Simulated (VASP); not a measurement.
# Ga (Cmcm) in VASP: settings compared, part 3 of 3

VASP 6.6.1.

**4. Single point, LDA (17.56 Å³/atom)**

This run uses another cell than the first one, of 17.56 Å³/atom.

Contents of INCAR:

```
PREC = Accurate ; ENCUT = 500
EDIFF = 1E-6 ; ISMEAR = -1
SIGMA = 0.05 ; LREAL = False
LASPH = True ; NELM = 120
ALGO = Normal ; ISIF = 2
LWAVE = False ; LCHARG = True
GGA = CA ; LELF = True
LVHAR = True ; NBANDS = 20
GGA_COMPAT = False
```

Contents of KPOINTS:

```
regular mesh
0
Gamma
  10 10 8
```

Contents of POSCAR:

```
Ga
1.0
    1.4203998576     -3.9820175319      0.0000000000
    1.4203998576      3.9820175319      0.0000000000
    0.0000000000      0.0000000000      3.1052879646
Ga
2
Direct
    0.1330000000      0.8670000000      0.7500000000
    0.8670000000      0.1330000000      0.2500000000
```

Potentials or basis: VASP PAW LDA potentials, release 64 (Ga_d).

Launch:

```
> cat potpaw_LDA.64/Ga_d/POTCAR > POTCAR
> mpirun -np 1 vasp_std > vasp.out
```

OUTCAR:

```text
PREC = Accurate
   ENCUT = 500
   EDIFF = 1E-6
   ISMEAR = -1
   LREAL = False
   LASPH = True
   NELM = 120
   ISIF = 2
   GGA = CA

 ion  position               nearest neighbor table
   1  0.133  0.867  0.750-   2 2.63   2 2.63   2 2.81   2 2.81   2 2.81   2 2.81
   2  0.867  0.133  0.250-   1 2.63   1 2.63   1 2.81   1 2.81   1 2.81   1 2.81

  LATTYP: Found a base centered orthorhombic cell.
 ALAT       =     2.8407997152
 B/A-ratio  =     2.8034482759
 C/A-ratio  =     1.0931034483

  Lattice vectors:

 A1 = (   1.4203998576,  -3.9820175319,   0.0000000000)
 A2 = (   1.4203998576,   3.9820175319,   0.0000000000)
 A3 = (   0.0000000000,   0.0000000000,   3.1052879646)

Analysis of symmetry for initial positions (statically):
=====================================================================
 Subroutine PRICEL returns:
 Original cell was already a primitive cell.

 Routine SETGRP: Setting up the symmetry group for a
 base centered orthorhombic supercell.

 Subroutine GETGRP returns: Found  8 space group operations
 (whereof  4 operations were pure point group operations)
 out of a pool of  8 trial point group operations.

The static configuration has the point symmetry C_2h.
 The point group associated with its full space group is D_2h.

Analysis of symmetry for dynamics (positions and initial velocities):
=====================================================================
 Subroutine PRICEL returns:
 Original cell was already a primitive cell.

 Routine SETGRP: Setting up the symmetry group for a
 base centered orthorhombic supercell.

 Subroutine GETGRP returns: Found  8 space group operations
 (whereof  4 operations were pure point group operations)
 out of a pool of  8 trial point group operations.

The dynamic configuration has the point symmetry C_2h.
[... 105 lines left out ...]
   NFREE  =      0    steps in history (QN), initial steepest desc. (CG)
   ISIF   =      2    stress and relaxation
   ISYM   =      2    0-nonsym 1-usesym 2-fastsym
   POTIM  = 0.5000    time-step for ionic-motion
   TEBEG  =    0.0;   TEEND  =   0.0 temperature during run
   PSTRESS=    0.0 pullay stress
   NELECT =      26.0000    total number of electrons
   NUPDOWN=      -1.0000    fix difference up-down
   EMIN   =  10.00;   EMAX   =-10.00  energy-range for DOS
   EFERMI =   0.00;   METHOD = LEGACY
   ISMEAR =    -1;   SIGMA  =   0.05  broadening in eV -4-tet -1-fermi 0-gaus
   EFERMI_NEDOS =   21; number of points for ismear=-14 and -15
   IALGO  =     38    algorithm
   IMIX   =      4    mixing-type and parameters
     AMIX     =   0.40;   BMIX     =  1.00
     AMIX_MAG =   1.60;   BMIX_MAG =  1.00
  volume/ion in A,a.u.               =      17.56       118.53
  Fermi-wavevector in a.u.,A,eV,Ry     =   1.480872  2.798441 29.837312  2.192981
  Thomas-Fermi vector in A             =   2.594852
   LORBIT       =      0    0 simple, 1 ext, 2 COOP (PROOUT), +10 PAW based schemes
   GGA     = CA    functional components
   LHFCALC =     F    Hartree Fock is set to
   AEXX    =    0.0000 exact exchange contribution
   IVDW    =     0    specifies the selected vdW correction
   LEPSILON=     F    determine dielectric tensor
   LRPA    =     F    only Hartree local field effects (RPA)
 non-spin polarized calculation
  energy-cutoff  :      500.00
  volume of cell :       35.13
 maximum number of plane-waves:       911
   NGX = 15   NGY = 15   NGZ = 11

 number of electron      25.9999992 magnetization

 Free energy of the ion-electron system (eV)
  ---------------------------------------------------
  ext. energy  EPLUGINS =         0.00000000
  ---------------------------------------------------
  free energy    TOTEN  =        -7.16845352 eV

  energy without entropy =       -7.16560501  energy(sigma->0) =       -7.16702927

 E-fermi :   5.9965     XC(G=0): -11.6505

 val. band max:        5.9284817052   @ k =   0.3000   0.1000   0.2500
 cond. band min:       6.0539325862   @ k =  -0.1000   0.1000   0.0000
 fundamental gap:      0.1254508810
 Fermi energy:         5.9964698101

 k-point     1 :       0.0000    0.0000    0.0000
  band No.  band energies     occupation
      1      -9.3876      2.00000
      2      -9.3544      2.00000
      3      -9.2754      2.00000
      4      -9.2655      2.00000
      5      -9.0389      2.00000
      6      -9.0168      2.00000
[... 541 lines left out ...]
     19      16.2106      0.00000
     20      17.9456      0.00000

 [... further k-points ...]
[... 5 lines left out ...]
  --------------------------------------------------------------------------------------
  -------------------------------------------------------------------------------------
  Total       -0.6285402     -0.0700081      0.2557972      0.0000000      0.0000000      0.0000000
  in kB      -28.6680377     -3.1931060     11.6670398      0.0000000      0.0000000      0.0000000
  external PRESSURE =      -6.7313680 kB  Pullay stress =       0.0000000 kB

 VOLUME and BASIS-vectors are now :
 -----------------------------------------------------------------------------
  energy-cutoff  :      500.00
  volume of cell :       35.13
      direct lattice vectors                 reciprocal lattice vectors
     1.420399858 -3.982017532  0.000000000     0.352013553 -0.125564490  0.000000000
     1.420399858  3.982017532  0.000000000     0.352013553  0.125564490  0.000000000
     0.000000000  0.000000000  3.105287965     0.000000000  0.000000000  0.322031326

 POSITION                                       TOTAL-FORCE (eV/Angst)
 -----------------------------------------------------------------------------------
      1.42040      2.92280      2.32897         0.000000     -0.225614      0.000000
      1.42040     -2.92280      0.77632         0.000000      0.225614     -0.000000
 -----------------------------------------------------------------------------------
    total drift:                                0.000000      0.000000     -0.000000

  FREE ENERGIE OF THE ION-ELECTRON SYSTEM (eV)
  ---------------------------------------------------
  free  energy   TOTEN  =        -7.1684535242 eV

  energy  without entropy=       -7.1656050105  energy(sigma->0) =       -7.16702927
```

Run time: 90 s. Hardware: 1 thread of AMD EPYC 7R13, shared host; peak memory 0.17 GiB.

What came out:

```
Free energy            : -7.1685 eV
Pressure               : -0.7 GPa
Largest force          : 0.226 eV/Å
Band gap on the k mesh : zero (bands 13 and 14 overlap by 9.80 eV)
```

Forces on the atoms (eV/Å):
```
Ga   0.000 -0.226  0.000
Ga   0.000  0.226  0.000
```

Stress tensor (GPa, compression positive):
```
-2.87  0.00  0.00
 0.00 -0.32  0.00
 0.00  0.00  1.17
```

Levels at points of the mesh, in eV from the Fermi level:
```tsv
k point	band 11	band 12	band 13	band 14	band 15	band 16
(0.00, 0.00, 0.00)	-11.73	-2.44	-1.49	2.94	6.86	8.13
(0.50, 0.00, 0.00)	-6.91	-5.69	-1.91	-0.39	6.78	6.99
(0.50, 0.50, 0.00)	-9.61	-8.95	5.30	5.97	6.07	7.49
(0.00, 0.00, 0.50)	-7.71	-7.71	1.90	1.90	2.64	2.64
(0.50, 0.00, 0.50)	-3.12	-3.12	-1.67	-1.67	1.89	1.89
(0.50, 0.50, 0.50)	-5.73	-5.73	-4.50	-4.50	9.98	9.98
```

**5. Single point, LDA (18.31 Å³/atom)**

This run uses another cell than the first one, of 18.31 Å³/atom.

Contents of INCAR:

```
SYSTEM = Ga
  PREC = Accurate
  ENCUT = 500
  EDIFF = 1E-6
  ISMEAR = -1
  SIGMA = 0.05
  LREAL = .False.
  LASPH = .True.
  NELM = 120
  ALGO = Normal
  ISIF = 2
  LWAVE = .False.
  LCHARG = .False.
  GGA = CA
  NBANDS = 20
  GGA_COMPAT = .False.
```

Contents of KPOINTS:

```
Automatic mesh
0
Gamma
  10 10 8
  0 0 0
```

Contents of POSCAR:

```
Ga
1.0
    1.4402681631     -4.0377172988      0.0000000000
    1.4402681631      4.0377172988      0.0000000000
    0.0000000000      0.0000000000      3.1487241912
Ga
2
Direct
    0.1330000000      0.8670000000      0.7500000000
    0.8670000000      0.1330000000      0.2500000000
```

Potentials or basis: VASP PAW LDA potentials, release 64 (Ga_d).

Launch:

```
> cat potpaw_LDA.64/Ga_d/POTCAR > POTCAR
> mpirun -np 1 vasp_std > vasp.out
```

OUTCAR:

```text
SYSTEM = Ga
   PREC = Accurate
   ENCUT = 500
   EDIFF = 1E-6
   ISMEAR = -1
   LREAL = .False.
   LASPH = .True.
   NELM = 120
   ISIF = 2
   GGA = CA

 ion  position               nearest neighbor table
   1  0.133  0.867  0.750-   2 2.66   2 2.66   2 2.85   2 2.85   2 2.85   2 2.85
   2  0.867  0.133  0.250-   1 2.66   1 2.66   1 2.85   1 2.85   1 2.85   1 2.85

  LATTYP: Found a base centered orthorhombic cell.
 ALAT       =     2.8805363262
 B/A-ratio  =     2.8034482760
 C/A-ratio  =     1.0931034483

  Lattice vectors:

 A1 = (   1.4402681631,  -4.0377172988,   0.0000000000)
 A2 = (   1.4402681631,   4.0377172988,   0.0000000000)
 A3 = (   0.0000000000,   0.0000000000,   3.1487241912)

Analysis of symmetry for initial positions (statically):
=====================================================================
 Subroutine PRICEL returns:
 Original cell was already a primitive cell.

 Routine SETGRP: Setting up the symmetry group for a
 base centered orthorhombic supercell.

 Subroutine GETGRP returns: Found  8 space group operations
 (whereof  4 operations were pure point group operations)
 out of a pool of  8 trial point group operations.

The static configuration has the point symmetry C_2h.
 The point group associated with its full space group is D_2h.

Analysis of symmetry for dynamics (positions and initial velocities):
=====================================================================
 Subroutine PRICEL returns:
 Original cell was already a primitive cell.

 Routine SETGRP: Setting up the symmetry group for a
 base centered orthorhombic supercell.

 Subroutine GETGRP returns: Found  8 space group operations
 (whereof  4 operations were pure point group operations)
 out of a pool of  8 trial point group operations.

The dynamic configuration has the point symmetry C_2h.
 The point group associated with its full space group is D_2h.

 Subroutine INISYM returns: Found  8 space group operations
[... 106 lines left out ...]
   TEBEG  =    0.0;   TEEND  =   0.0 temperature during run
   PSTRESS=    0.0 pullay stress
   NELECT =      26.0000    total number of electrons
   NUPDOWN=      -1.0000    fix difference up-down
   EMIN   =  10.00;   EMAX   =-10.00  energy-range for DOS
   EFERMI =   0.00;   METHOD = LEGACY
   ISMEAR =    -1;   SIGMA  =   0.05  broadening in eV -4-tet -1-fermi 0-gaus
   EFERMI_NEDOS =   21; number of points for ismear=-14 and -15
   IALGO  =     38    algorithm
   IMIX   =      4    mixing-type and parameters
     AMIX     =   0.40;   BMIX     =  1.00
     AMIX_MAG =   1.60;   BMIX_MAG =  1.00
  volume/ion in A,a.u.               =      18.31       123.57
  Fermi-wavevector in a.u.,A,eV,Ry     =   1.460443  2.759837 29.019787  2.132894
  Thomas-Fermi vector in A             =   2.576892
   LORBIT       =      0    0 simple, 1 ext, 2 COOP (PROOUT), +10 PAW based schemes
   GGA     = CA    functional components
   LHFCALC =     F    Hartree Fock is set to
   AEXX    =    0.0000 exact exchange contribution
   IVDW    =     0    specifies the selected vdW correction
   LEPSILON=     F    determine dielectric tensor
   LRPA    =     F    only Hartree local field effects (RPA)
 non-spin polarized calculation
  energy-cutoff  :      500.00
  volume of cell :       36.62
 maximum number of plane-waves:       964
   NGX = 15   NGY = 15   NGZ = 11

 number of electron      25.9999991 magnetization

 Free energy of the ion-electron system (eV)
  ---------------------------------------------------
  ext. energy  EPLUGINS =         0.00000000
  ---------------------------------------------------
  free energy    TOTEN  =        -7.15132787 eV

  energy without entropy =       -7.14840991  energy(sigma->0) =       -7.14986889

 E-fermi :   5.5278     XC(G=0): -11.4347

 val. band max:        5.4491873592   @ k =   0.5000   0.0000   0.3750
 cond. band min:       5.5616378618   @ k =  -0.1000   0.1000   0.0000
 fundamental gap:      0.1124505026
 Fermi energy:         5.5277554909

 k-point     1 :       0.0000    0.0000    0.0000
  band No.  band energies     occupation
      1      -9.7211      2.00000
      2      -9.6958      2.00000
      3      -9.6243      2.00000
      4      -9.6107      2.00000
      5      -9.4097      2.00000
      6      -9.3911      2.00000
[... 541 lines left out ...]
     19      15.5791      0.00000
     20      17.3168      0.00000

 [... further k-points ...]
[... 5 lines left out ...]
  --------------------------------------------------------------------------------------
  -------------------------------------------------------------------------------------
  Total       -1.0711733     -0.6835077     -0.3493548      0.0000000      0.0000000      0.0000000
  in kB      -46.8626048    -29.9026777    -15.2838729      0.0000000      0.0000000      0.0000000
  external PRESSURE =     -30.6830518 kB  Pullay stress =       0.0000000 kB

 VOLUME and BASIS-vectors are now :
 -----------------------------------------------------------------------------
  energy-cutoff  :      500.00
  volume of cell :       36.62
      direct lattice vectors                 reciprocal lattice vectors
     1.440268163 -4.037717299  0.000000000     0.347157573 -0.123832345  0.000000000
     1.440268163  4.037717299  0.000000000     0.347157573  0.123832345  0.000000000
     0.000000000  0.000000000  3.148724191     0.000000000  0.000000000  0.317588947

 POSITION                                       TOTAL-FORCE (eV/Angst)
 -----------------------------------------------------------------------------------
      1.44027      2.96368      2.36154         0.000000     -0.209424      0.000000
      1.44027     -2.96368      0.78718         0.000000      0.209424     -0.000000
 -----------------------------------------------------------------------------------
    total drift:                                0.000000      0.000000     -0.000000

  FREE ENERGIE OF THE ION-ELECTRON SYSTEM (eV)
  ---------------------------------------------------
  free  energy   TOTEN  =        -7.1513278703 eV

  energy  without entropy=       -7.1484099064  energy(sigma->0) =       -7.14986889
```

OSZICAR:

```text
N       E                     dE             d eps       ncg     rms          rms(c)
DAV:   1     0.127101898309E+03    0.12710E+03   -0.12922E+04  6616   0.242E+03
DAV:   2     0.375978429947E+01   -0.12334E+03   -0.12028E+03  6384   0.374E+02
DAV:   3    -0.706799013569E+01   -0.10828E+02   -0.10776E+02  6984   0.923E+01
DAV:   4    -0.722912624497E+01   -0.16114E+00   -0.16105E+00  7104   0.123E+01
DAV:   5    -0.723180598033E+01   -0.26797E-02   -0.26796E-02  7056   0.157E+00    0.145E+00
DAV:   6    -0.716818412467E+01    0.63622E-01   -0.10555E-01  8364   0.537E+00    0.715E-01
DAV:   7    -0.715298403900E+01    0.15200E-01   -0.18490E-02  8872   0.180E+00    0.195E-01
DAV:   8    -0.715132120582E+01    0.16628E-02   -0.25572E-03  6876   0.692E-01    0.167E-02
DAV:   9    -0.715132834394E+01   -0.71381E-05   -0.89515E-05  7248   0.994E-02    0.614E-03
DAV:  10    -0.715132787033E+01    0.47360E-06   -0.55924E-06  6764   0.295E-02
   1 F= -.71513279E+01 E0= -.71498689E+01  d E =-.291796E-02
```

Run time: 1.9 min. Hardware: 1 thread of AMD EPYC 7R13, shared host; peak memory 0.18 GiB.

What came out:

```
Free energy            : -7.1513 eV
Pressure               : -3.1 GPa
Largest force          : 0.209 eV/Å
Band gap on the k mesh : zero (bands 13 and 14 overlap by 9.46 eV)
```

Forces on the atoms (eV/Å):
```
Ga   0.000 -0.209  0.000
Ga   0.000  0.209  0.000
```

Caveat: the cell stands under tension.

**6. Single point, LDA (18.68 Å³/atom)**

Contents of INCAR:

```
SYSTEM = Ga
ALGO     = Normal         ! electronic algorithm
EDIFF    = 1E-6           ! SCF threshold, eV
ENCUT    = 500            ! plane-wave cutoff, eV
GGA_COMPAT= .FALSE.      
ISIF     = 2              ! what is computed and relaxed
ISMEAR   = -1             ! smearing method
LASPH    = .TRUE.         ! aspherical terms in the spheres
LCHARG   = .FALSE.        ! write CHGCAR
LREAL    = .FALSE.        ! projectors in reciprocal space
LWAVE    = .FALSE.        ! write WAVECAR
NBANDS   = 20             ! bands
NELM     = 120            ! most SCF steps
PREC     = Accurate       ! precision mode
SIGMA    = 0.05           ! smearing width, eV
```

Contents of KPOINTS:

```
k-points
0
G
  10 10 8
  0 0 0
```

Contents of POSCAR:

```
Ga
1.0
    1.4500000000     -4.0650000000      0.0000000000
    1.4500000000      4.0650000000      0.0000000000
    0.0000000000      0.0000000000      3.1700000000
Ga
2
Direct
    0.1330000000      0.8670000000      0.7500000000
    0.8670000000      0.1330000000      0.2500000000
```

Potentials or basis: VASP PAW LDA potentials, release 64 (Ga_d).

Launch:

```
> cat potpaw_LDA.64/Ga_d/POTCAR > POTCAR
> mpirun -np 1 vasp_std > vasp.out
```

It took 2.1 min on 1 thread of AMD EPYC 7R13, shared host; peak memory 0.18 GiB.

It converged, with:

```yaml
Free_energy: -7.1351 eV
Pressure: -4.1 GPa
Largest_force: 0.202 eV/Å
Band_gap_on_the_k_mesh: zero (bands 13 and 14 overlap by 9.29 eV)
```

Forces in eV/Å, atoms in the order of the input:
```
Ga   0.000 -0.202  0.000
Ga   0.000  0.202  0.000
```

Stress tensor (GPa, compression positive):
```
-5.39  0.00  0.00
 0.00 -4.07  0.00
 0.00  0.00 -2.69
```

Levels at points of the mesh, in eV from the Fermi level:
```
           k point  band 11  band 12  band 13  band 14  band 15  band 16
(0.00, 0.00, 0.00)   -11.16    -2.17    -1.57     2.94     6.75     7.84
(0.50, 0.00, 0.00)    -6.66    -5.32    -1.66    -0.37     6.49     6.72
(0.50, 0.50, 0.00)    -9.13    -8.50     5.17     5.82     5.89     7.10
(0.00, 0.00, 0.50)    -7.34    -7.34     1.94     1.94     2.56     2.56
(0.50, 0.00, 0.50)    -3.02    -3.02    -1.52    -1.52     1.93     1.93
(0.50, 0.50, 0.50)    -5.55    -5.55    -4.12    -4.12     9.58     9.58
```

Caveat: the cell stands under tension.

**7. The runs side by side**

| task | level | potentials or basis | cell | cutoff (eV) | gap on the mesh (eV) | pressure (GPa) | largest force (eV/Å) |
| --- | --- | --- | --- | --- | --- | --- | --- |
| relaxation of cell and atoms | PBEsol | VASP PAW PBE potentials, release 64 (Ga_d) | relaxed to 10 GPa from a = 4.316, b = 4.316, c = 3.170 Å, angles 90.0, 90.0, 140.7°, 2 atoms | 600 | none | 10.0 | 0.01 |
| relaxation of cell and atoms | PBEsol | VASP PAW PBE potentials, release 64 (Ga_d) | relaxed to 20 GPa from a = 4.316, b = 4.316, c = 3.170 Å, angles 90.0, 90.0, 140.7°, 2 atoms | 600 | none | 20.0 | - |
| single point | LDA | VASP PAW LDA potentials, release 64 (Ga_d) | a = 4.228, b = 4.228, c = 3.105 Å, angles 90.0, 90.0, 140.7°, 2 atoms | 500 | none | -0.7 | 0.23 |
| single point | LDA | VASP PAW LDA potentials, release 64 (Ga_d) | a = 4.287, b = 4.287, c = 3.149 Å, angles 90.0, 90.0, 140.7°, 2 atoms | 500 | none | -3.1 | 0.21 |
| single point | LDA | VASP PAW LDA potentials, release 64 (Ga_d) | a = 4.316, b = 4.316, c = 3.170 Å, angles 90.0, 90.0, 140.7°, 2 atoms | 500 | none | -4.1 | 0.20 |

Alike in all rows: no spin polarisation; k mesh 10 × 10 × 8; smearing fermi-dirac 0.05 eV.

Caveats: the cell is relaxed towards a set pressure, so the run minimises the enthalpy, not the energy (at least some runs); the volume moved by over 15 % at a fixed basis, so the end points are rough (at least some runs); the PAW data sets were made with another functional, which shifts forces and pressure a little (at least some runs); the cell stands under tension (at least some runs).

Absolute energies hang on the potentials; compare differences alone.
